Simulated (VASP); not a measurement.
# MgS (Niningerite) (Fm-3m) in VASP: a series of runs, part 2 of 2

VASP 6.6.1. Earlier steps stand in the parts before.

**3. Relaxation of cell and atoms, PBEsol, target pressure 2 GPa, at which the enthalpy is minimised**

INCAR reads:

```
SYSTEM = MgS
PREC     = Accurate       ! precision mode
ENCUT    = 600            ! plane-wave cutoff, eV
EDIFF    = 1E-7           ! SCF threshold, eV
ISMEAR   = 0              ! smearing method
SIGMA    = 0.01           ! smearing width, eV
LREAL    = .False.        ! projectors in reciprocal space
LASPH    = .True.         ! aspherical terms in the spheres
NELM     = 60             ! most SCF steps
ALGO     = Normal         ! electronic algorithm
ISIF     = 3              ! what is computed and relaxed
LWAVE    = .False.        ! write WAVECAR
LCHARG   = .False.        ! write CHGCAR
GGA      = PS             ! functional
IBRION   = 2              ! ionic algorithm
NSW      = 80             ! ionic steps
EDIFFG   = -0.01          ! ionic threshold
PSTRESS  = 20.0
```

KPOINTS reads:

```
regular mesh
0
Gamma
  5 5 5
  0 0 0
```

POSCAR reads:

```
MgS
1.0
    0.0000000000      2.6016500000      2.6016500000
    2.6016500000      0.0000000000      2.6016500000
    2.6016500000      2.6016500000      0.0000000000
Mg S
1 1
Direct
    0.0000000000      0.0000000000      0.0000000000
    0.5000000000      0.5000000000      0.5000000000
```

Potentials or basis: VASP PAW PBE potentials, release 64 (Mg, S).

Command:

```console
$ cat potpaw_PBE.64/Mg/POTCAR potpaw_PBE.64/S/POTCAR > POTCAR
$ mpirun -np 1 vasp_std > vasp.out
```

OUTCAR:

```text
SYSTEM = MgS
   PREC = Accurate
   ENCUT = 600
   EDIFF = 1E-7
   ISMEAR = 0
   LREAL = .False.
   LASPH = .True.
   NELM = 60
   ISIF = 3
   GGA = PS
   IBRION = 2
   NSW = 80
   EDIFFG = -0.01
   PSTRESS = 20.0

 ion  position               nearest neighbor table
   1  0.000  0.000  0.000-   2 2.60   2 2.60   2 2.60   2 2.60   2 2.60   2 2.60
   2  0.500  0.500  0.500-   1 2.60   1 2.60   1 2.60   1 2.60   1 2.60   1 2.60

  LATTYP: Found a face centered cubic cell.
 ALAT       =     5.2033000000

  Lattice vectors:

 A1 = (   0.0000000000,   2.6016500000,   2.6016500000)
 A2 = (   2.6016500000,   0.0000000000,   2.6016500000)
 A3 = (   2.6016500000,   2.6016500000,   0.0000000000)

Analysis of symmetry for initial positions (statically):
=====================================================================
 Subroutine PRICEL returns:
 Original cell was already a primitive cell.

 Routine SETGRP: Setting up the symmetry group for a
 face centered cubic supercell.

 Subroutine GETGRP returns: Found 48 space group operations
 (whereof 48 operations were pure point group operations)
 out of a pool of 48 trial point group operations.

The static configuration has the point symmetry O_h .

Analysis of symmetry for dynamics (positions and initial velocities):
=====================================================================
 Subroutine PRICEL returns:
 Original cell was already a primitive cell.

 Routine SETGRP: Setting up the symmetry group for a
 face centered cubic supercell.

 Subroutine GETGRP returns: Found 48 space group operations
 (whereof 48 operations were pure point group operations)
 out of a pool of 48 trial point group operations.

The dynamic configuration has the point symmetry O_h .

 Subroutine INISYM returns: Found 48 space group operations
 (whereof 48 operations are pure point group operations),
 and found     1 'primitive' translations

----------------------------------------------------------------------------------------

                                     Primitive cell

  volume of cell :      35.2190

  direct lattice vectors                    reciprocal lattice vectors
     0.000000000  2.601650000  2.601650000    -0.192185728  0.192185728  0.192185728
     2.601650000  0.000000000  2.601650000     0.192185728 -0.192185728  0.192185728
     2.601650000  2.601650000  0.000000000     0.192185728  0.192185728 -0.192185728

  length of vectors
     3.679288715  3.679288715  3.679288715     0.332875446  0.332875446  0.332875446

  position of ions in fractional coordinates (direct lattice)
     0.000000000  0.000000000  0.000000000
     0.500000000  0.500000000  0.500000000

  ion indices of the primitive-cell ions
   primitive index   ion index
                 1           1
                 2           2

----------------------------------------------------------------------------------------

 KPOINTS: regular mesh

Automatic generation of k-mesh.
 Grid dimensions read from file:
 generate k-points for:    5    5    5

 Generating k-lattice:

  Cartesian coordinates                     Fractional coordinates (reciprocal lattice)
    -0.038437146  0.038437146  0.038437146     0.200000000  0.000000000  0.000000000
     0.038437146 -0.038437146  0.038437146     0.000000000  0.200000000  0.000000000
     0.038437146  0.038437146 -0.038437146     0.000000000  0.000000000  0.200000000

  Length of vectors
     0.066575089  0.066575089  0.066575089

  Shift w.r.t. Gamma in fractional coordinates (k-lattice)
     0.000000000  0.000000000  0.000000000

 Subroutine IBZKPT returns following result:
 ===========================================

 Found     10 irreducible k-points:

 Following reciprocal coordinates:
            Coordinates               Weight
  0.000000  0.000000  0.000000      1.000000
  0.200000  0.000000  0.000000      8.000000
  0.400000  0.000000  0.000000      8.000000
  0.200000  0.200000  0.000000      6.000000
  0.400000  0.200000  0.000000     24.000000
 -0.400000  0.200000  0.000000     24.000000
 -0.200000  0.200000  0.000000     12.000000
  0.400000  0.400000  0.000000      6.000000
 -0.400000  0.400000  0.000000     12.000000
 -0.400000  0.400000  0.200000     24.000000
   k-points           NKPTS =     10   k-points in BZ     NKDIM =     10   number of bands    NBANDS=      8
   number of dos      NEDOS =    301   number of ions     NIONS =      2
   total plane-waves  NPLWV =  27000
   dimension x,y,z NGX =    30 NGY =   30 NGZ =   30
   dimension x,y,z NGXF=    60 NGYF=   60 NGZF=   60
   ions per type =               1   1
   NGX,Y,Z   is equivalent  to a cutoff of  13.56, 13.56, 13.56 a.u.
   NGXF,Y,Z  is equivalent  to a cutoff of  27.11, 27.11, 27.11 a.u.
 SYSTEM =  MgS
   PREC   = accura    normal or accurate (medium, high low for compatibility)
   ISTART =      0    job   : 0-new  1-cont  2-samecut
   ICHARG =      2    charge: 1-file 2-atom 10-const
   ISPIN  =      1    spin polarized calculation?
   LNONCOLLINEAR =      F non collinear calculations
   LSORBIT =      F    spin-orbit coupling
   LASPH  =      T    aspherical Exc in radial PAW
   ENCUT  =  600.0 eV  44.10 Ry    6.64 a.u.   7.35  7.35  7.35*2*pi/ulx,y,z
   NELM   =     60;   NELMIN=  2; NELMDL= -5     # of ELM steps
   EDIFF  = 0.1E-06   stopping-criterion for ELM
   LREAL  =      F    real-space projection
   EDIFFG = -.1E-01   stopping-criterion for IOM
   NSW    =     80    number of steps for IOM
   IBRION =      2    ionic relax: 0-MD 1-quasi-New 2-CG
   NFREE  =      1    steps in history (QN), initial steepest desc. (CG)
   ISIF   =      3    stress and relaxation
   ISYM   =      2    0-nonsym 1-usesym 2-fastsym
   POTIM  = 0.5000    time-step for ionic-motion
   TEBEG  =    0.0;   TEEND  =   0.0 temperature during run
   PSTRESS=   20.0 pullay stress
   NELECT =       8.0000    total number of electrons
   NUPDOWN=      -1.0000    fix difference up-down
   EMIN   =  10.00;   EMAX   =-10.00  energy-range for DOS
   EFERMI =   0.00;   METHOD = LEGACY
   ISMEAR =     0;   SIGMA  =   0.01  broadening in eV -4-tet -1-fermi 0-gaus
   EFERMI_NEDOS =   21; number of points for ismear=-14 and -15
   IALGO  =     38    algorithm
   IMIX   =      4    mixing-type and parameters
     AMIX     =   0.40;   BMIX     =  1.00
     AMIX_MAG =   1.60;   BMIX_MAG =  1.00
  volume/ion in A,a.u.               =      17.61       118.83
  Fermi-wavevector in a.u.,A,eV,Ry     =   0.998878  1.887606 13.575323  0.997758
  Thomas-Fermi vector in A             =   2.131131
   LORBIT       =      0    0 simple, 1 ext, 2 COOP (PROOUT), +10 PAW based schemes
   GGA     = PS    functional components
   LHFCALC =     F    Hartree Fock is set to
   AEXX    =    0.0000 exact exchange contribution
   IVDW    =     0    specifies the selected vdW correction
   LEPSILON=     F    determine dielectric tensor
   LRPA    =     F    only Hartree local field effects (RPA)
 conjugate gradient relaxation of ions
 non-spin polarized calculation
 Gauss-broadening in eV      SIGMA  =   0.01
  energy-cutoff  :      600.00
  volume of cell :       35.22
 maximum number of plane-waves:      1211
 NGX is ok and might be reduce to    30
   NGX = 15   NGY = 15   NGZ = 15

--------------------------------------- Ionic step        1  -------------------------------------------

 number of electron       7.9999999 magnetization

 Free energy of the ion-electron system (eV)
  ---------------------------------------------------
  ext. energy  EPLUGINS =         0.00000000
  ---------------------------------------------------
  free energy    TOTEN  =        -9.06177654 eV

  energy without entropy =       -9.06177654  energy(sigma->0) =       -9.06177654

------------------------ aborting loop because EDIFF is reached ----------------------------------------

  FORCE on cell =-STRESS in cart. coord.  units (eV):
  Direction    XX          YY          ZZ          XY          YZ          ZX
  --------------------------------------------------------------------------------------
  -------------------------------------------------------------------------------------
  Total       -0.2220190     -0.2220190     -0.2220190      0.0000000      0.0000000      0.0000000
  in kB      -10.1000648    -10.1000648    -10.1000648      0.0000000      0.0000000      0.0000000
  external PRESSURE =     -30.1000648 kB  Pullay stress =      20.0000000 kB
[... 25 lines left out ...]
--------------------------------------- Ionic step        2  -------------------------------------------

 number of electron       8.0000001 magnetization

 E-fermi :   4.1937     XC(G=0): -10.0357

 val. band max:        4.1273579606   @ k =   0.0000   0.0000   0.0000
 cond. band min:       7.3449882463   @ k =   0.4000   0.4000   0.0000
 fundamental gap:      3.2176302858
 Fermi energy:         4.1937218556

 k-point     1 :       0.0000    0.0000    0.0000
  band No.  band energies     occupation
      1      -8.8432      2.00000
      2       4.1274      2.00000
      3       4.1274      2.00000
      4       4.1274      2.00000
      5       8.1050      0.00000
      6      11.9395      0.00000
      7      11.9395      0.00000
      8      11.9395      0.00000
[... 134 lines left out ...]
--------------------------------------- Ionic step        3  -------------------------------------------

 number of electron       8.0000001 magnetization

 Free energy of the ion-electron system (eV)
  ---------------------------------------------------
  ext. energy  EPLUGINS =         0.00000000
  ---------------------------------------------------
  free energy    TOTEN  =        -9.05817560 eV

  energy without entropy =       -9.05817560  energy(sigma->0) =       -9.05817560

 E-fermi :   4.0818     XC(G=0):  -9.9895

 val. band max:        4.0241581097   @ k =   0.0000   0.0000   0.0000
 cond. band min:       7.2177473623   @ k =   0.4000   0.4000   0.0000
 fundamental gap:      3.1935892526
 Fermi energy:         4.0818235165

 k-point     1 :       0.0000    0.0000    0.0000
  band No.  band energies     occupation
      1      -8.8792      2.00000
      2       4.0242      2.00000
      3       4.0242      2.00000
      4       4.0242      2.00000
      5       7.9110      0.00000
      6      11.8454      0.00000
      7      11.8454      0.00000
      8      11.8454      0.00000
[... 130 lines left out ...]
  energy  without entropy=       -9.0581756005  energy(sigma->0) =       -9.05817560

  enthalpy is  TOTEN    =        -8.6346169206 eV   P V=        0.4235586798

 reached required accuracy - stopping structural energy minimisation
```

Wall time 11 s (1 thread of Intel Xeon 6975P-C, shared host); peak memory 0.17 GiB.

What came out:

```
Free energy                                            : -9.0582 eV
Relaxed volume                                         : 16.97 Å³/atom
Relaxed cell                                           : a = 3.634 Å, b = 3.634 Å, c = 3.634 Å, α = 60.00°, β = 60.00°, γ = 60.00°
Space group after relaxing (to 0.05 Å)                 : Fm-3m (No. 225)
Energy change on relaxing (the enthalpy is what falls) : +1.8 meV/atom
Ionic steps                                            : 3
Pressure after relaxing                                : 2.0 GPa
Band gap on the k mesh                                 : 3.19 eV, indirect (least direct gap 3.89 eV)
```

Step by step:
```csv
step,energy change (eV),largest force (eV/Å),pressure (GPa),volume (Å³)
1,0.0000,0.0000,-1.01,35.22
2,0.0094,0.0000,2.99,33.56
3,0.0036,0.0000,2.00,33.93
```

Final structure:
```xyz
2
Lattice="0.0000 2.5695 2.5695 2.5695 0.0000 2.5695 2.5695 2.5695 0.0000" Properties=species:S:1:pos:R:3 pbc="T T T"
Mg    0.0000    0.0000    0.0000
S     2.5695    2.5695    2.5695
```

Caveat: the cell is relaxed towards a set pressure, so the enthalpy falls and the energy may rise; the PAW data sets were made with another functional, which shifts forces and pressure a little.

**4. Relaxation of cell and atoms, PBEsol, target pressure 4 GPa, at which the enthalpy is minimised**

INCAR reads:

```
SYSTEM = MgS
  ALGO = Normal
  EDIFF = 1E-6
  EDIFFG = -0.01
  ENCUT = 600
  GGA = PS
  IBRION = 2
  ISIF = 3
  ISMEAR = 0
  LASPH = .True.
  LCHARG = .False.
  LREAL = .False.
  LWAVE = .False.
  NELM = 80
  NSW = 80
  PREC = Accurate
  PSTRESS = 40.0
  SIGMA = 0.01
```

KPOINTS reads:

```
k-points
0
Gamma
  5 5 5
  0 0 0
```

POSCAR is that of step 3.

Command:

```console
$ cat potpaw_PBE.64/Mg/POTCAR potpaw_PBE.64/S/POTCAR > POTCAR
$ mpirun -np 1 vasp_std > vasp.out
```

Run time: 12 s. Hardware: 1 thread of Intel Xeon 6975P-C, shared host; peak memory 0.17 GiB.

The run converged. Its results:

```yaml
Free_energy: -9.0445 eV
Relaxed_volume: 16.60 Å³/atom
Relaxed_cell: a = 3.607 Å, b = 3.607 Å, c = 3.607 Å, α = 60.00°, β = 60.00°, γ = 60.00°
Space_group_after_relaxing_to_0.05_Å: Fm-3m (No. 225)
Energy_change_on_relaxing_the_enthalpy_is_what_falls: +8.7 meV/atom
Ionic_steps: 3
Pressure_after_relaxing: 4.0 GPa
Band_gap_on_the_k_mesh: 3.24 eV, indirect (least direct gap 4.07 eV)
```

The path:
| step | energy change (eV) | largest force (eV/Å) | pressure (GPa) | volume (Å³) |
| --- | --- | --- | --- | --- |
| 1 | 0.0000 | 0.0000 | -1.01 | 35.22 |
| 2 | 0.0398 | 0.0000 | 6.17 | 32.48 |
| 3 | 0.0173 | 0.0000 | 4.00 | 33.19 |

Final structure:
```yaml
crystal:
  lattice:
    - [0.00000, 2.55082, 2.55082]
    - [2.55082, 0.00000, 2.55082]
    - [2.55082, 2.55082, 0.00000]
  atoms:
    - { symbol: Mg, position: [0.00000, 0.00000, 0.00000] }
    - { symbol: S, position: [0.50000, 0.50000, 0.50000] }
```

Levels at points of the mesh, in eV from the valence-band top:
```tsv
k point	band 1	band 2	band 3	band 4	band 5	band 6	band 7	band 8
(0.00, 0.00, 0.00)	-13.04	0.00	0.00	0.00	4.07	7.80	7.80	7.80
```

Caveat: the cell is relaxed towards a set pressure, so the enthalpy falls and the energy may rise; the PAW data sets were made with another functional, which shifts forces and pressure a little.

**5. Relaxation of cell and atoms, PBEsol, target pressure 6 GPa, at which the enthalpy is minimised**

INCAR reads:

```
PREC = Accurate ; ENCUT = 600
EDIFF = 1E-6 ; ISMEAR = 0
SIGMA = 0.01 ; LREAL = False
LASPH = True ; NELM = 100
ALGO = Normal ; ISIF = 3
LWAVE = False ; LCHARG = False
GGA = PS ; IBRION = 2
NSW = 80 ; EDIFFG = -0.01
PSTRESS = 60.0
```

KPOINTS reads:

```
Automatic mesh
0
Gamma
  5 5 5
```

POSCAR is that of step 4.

Command:

```console
$ cat potpaw_PBE.64/Mg/POTCAR potpaw_PBE.64/S/POTCAR > POTCAR
$ mpirun -np 1 vasp_std > vasp.out
```

Run time: 12 s. Hardware: 1 thread of Intel Xeon 6975P-C, shared host; peak memory 0.17 GiB.

The run converged. Its results:

| Quantity | Value |
| --- | --- |
| Free energy | -9.0238 eV |
| Relaxed volume | 16.27 Å³/atom |
| Relaxed cell | a = 3.583 Å, b = 3.583 Å, c = 3.583 Å, α = 60.00°, β = 60.00°, γ = 60.00° |
| Space group after relaxing (to 0.05 Å) | Fm-3m (No. 225) |
| Energy change on relaxing (the enthalpy is what falls) | +19.0 meV/atom |
| Ionic steps | 3 |
| Pressure after relaxing | 6.0 GPa |
| Band gap on the k mesh | 3.28 eV, indirect (least direct gap 4.24 eV) |

The path:
| step | energy change (eV) | largest force (eV/Å) | pressure (GPa) | volume (Å³) |
| --- | --- | --- | --- | --- |
| 1 | 0.0000 | 0.0000 | -1.01 | 35.22 |
| 2 | 0.0916 | 0.0000 | 9.78 | 31.43 |
| 3 | 0.0380 | 0.0000 | 6.00 | 32.53 |

Final structure:
```cif
data_structure
_symmetry_space_group_name_H-M 'P 1'
_symmetry_Int_Tables_number 1
_cell_length_a 3.5832
_cell_length_b 3.5832
_cell_length_c 3.5832
_cell_angle_alpha 60.000
_cell_angle_beta 60.000
_cell_angle_gamma 60.000
_cell_volume 32.53
loop_
_atom_site_label
_atom_site_type_symbol
_atom_site_fract_x
_atom_site_fract_y
_atom_site_fract_z
_atom_site_occupancy
Mg1 Mg 0.00000 0.00000 0.00000 1
S1 S 0.50000 0.50000 0.50000 1
```

Levels at points of the mesh, in eV from the valence-band top:
| k point | band 1 | band 2 | band 3 | band 4 | band 5 | band 6 | band 7 | band 8 |
| --- | --- | --- | --- | --- | --- | --- | --- | --- |
| (0.00, 0.00, 0.00) | -13.17 | 0.00 | 0.00 | 0.00 | 4.24 | 7.78 | 7.78 | 7.78 |

Caveat: the cell is relaxed towards a set pressure, so the enthalpy falls and the energy may rise; the PAW data sets were made with another functional, which shifts forces and pressure a little. A k mesh can miss the band edges.

**6. Relaxation of cell and atoms, PBEsol, target pressure 8 GPa, at which the enthalpy is minimised**

INCAR reads:

```
SYSTEM = MgS
ALGO = Normal
EDIFF = 1E-6
EDIFFG = -0.01
ENCUT = 600
GGA = PS
IBRION = 2
ISIF = 3
ISMEAR = 0
LASPH = .TRUE.
LCHARG = .FALSE.
LREAL = .FALSE.
LWAVE = .FALSE.
NELM = 100
NSW = 80
PREC = Accurate
PSTRESS = 80.0
SIGMA = 0.01
```

KPOINTS reads:

```
k-points
0
G
  5 5 5
  0 0 0
```

POSCAR is that of step 5.

Potentials or basis: VASP PAW PBE potentials, release 64 (Mg, S).

Command:

```console
$ cat potpaw_PBE.64/Mg/POTCAR potpaw_PBE.64/S/POTCAR > POTCAR
$ mpirun -np 1 vasp_std > vasp.out
```

It took 14 s on 1 thread of Intel Xeon 6975P-C, shared host; peak memory 0.17 GiB.

It converged, with:

| Property | Result |
| --- | --- |
| Free energy | -8.9977 eV |
| Relaxed volume | 15.97 Å³/atom |
| Relaxed cell | a = 3.561 Å, b = 3.561 Å, c = 3.561 Å, α = 60.00°, β = 60.00°, γ = 60.00° |
| Space group after relaxing (to 0.05 Å) | Fm-3m (No. 225) |
| Energy change on relaxing (the enthalpy is what falls) | +32.1 meV/atom |
| Ionic steps | 3 |
| Pressure after relaxing | 8.0 GPa |
| Band gap on the k mesh | 3.32 eV, indirect (least direct gap 4.40 eV) |

The path:
```csv
step,energy change (eV),largest force (eV/Å),pressure (GPa),volume (Å³)
1,0.0000,0.0000,-1.01,35.22
2,0.1672,0.0000,13.92,30.41
3,0.0641,0.0000,7.98,31.93
```

Final structure:
```
CELL_PARAMETERS angstrom
0.00000 2.51802 2.51802
2.51802 0.00000 2.51802
2.51802 2.51802 0.00000
ATOMIC_POSITIONS crystal
Mg 0.00000 0.00000 0.00000
S 0.50000 0.50000 0.50000
```

Levels at points of the mesh, in eV from the valence-band top:
```
           k point  band 1  band 2  band 3  band 4  band 5  band 6  band 7  band 8
(0.00, 0.00, 0.00)  -13.29    0.00    0.00    0.00    4.40    7.76    7.76    7.76
```

Caveat: the cell is relaxed towards a set pressure, so the enthalpy falls and the energy may rise; the PAW data sets were made with another functional, which shifts forces and pressure a little.

**7. The runs side by side**

| cell | gap on the mesh (eV) | pressure (GPa) |
| --- | --- | --- |
| relaxed | 3.14 | 0.0 |
| relaxed to 2 GPa | 3.19 | 2.0 |
| relaxed to 4 GPa | 3.24 | 4.0 |
| relaxed to 6 GPa | 3.28 | 6.0 |
| relaxed to 8 GPa | 3.32 | 8.0 |

Alike in all rows: task relaxation of cell and atoms; level PBEsol; potentials or basis VASP PAW PBE potentials, release 64 (Mg, S); no spin polarisation; k mesh 5 × 5 × 5; cutoff (eV) 600; smearing gaussian 0.01 eV.

Caveats: the PAW data sets were made with another functional, which shifts forces and pressure a little; the cell is relaxed towards a set pressure, so the enthalpy falls and the energy may rise (some runs).

Total energies depend on the potentials used, so only differences within one code and one set of settings carry meaning.
